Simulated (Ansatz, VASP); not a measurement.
One calculation of Hf, two programs

```xyz
2
Lattice="0.0000 3.7236 3.7236 3.7236 0.0000 3.7236 3.7236 3.7236 0.0000" Properties=species:S:1:pos:R:3 pbc="T T T"
Hf    1.8618    1.8618    1.8618
Hf    0.0000    0.0000    0.0000
```

Alike in both runs: task single point; functional PBE; k mesh 4 × 4 × 4; occupations gaussian, width 0.1 eV; no spin polarisation.

|  | VASP | Ansatz |
| --- | --- | --- |
| version | VASP 6.6.1 | Ansatz 0.2.0 |
| potentials or method | VASP PAW PBE potentials, release 64 (Hf_pv), cutoff 500 eV | scalar-relativistic, plane waves, PAW |
| valence electrons in the cell | 20 | 52 |

```csv
,VASP,Ansatz,Ansatz less VASP
gap on the k mesh at the Fermi level (eV),none,none,-
pressure (GPa),-7.5,-7.4,+0.10
```

A gap of «none» marks a metal or a gap that the smearing closes. With one functional, cell and mesh, what is left measures potentials, basis and numerics. VASP's potentials hold 20 valence electrons a cell and Ansatz's 52, so a difference there can come from the potentials and not from the codes.

The k mesh is coarse, so the values compare programs but aren't converged. Spin-orbit coupling is off throughout.
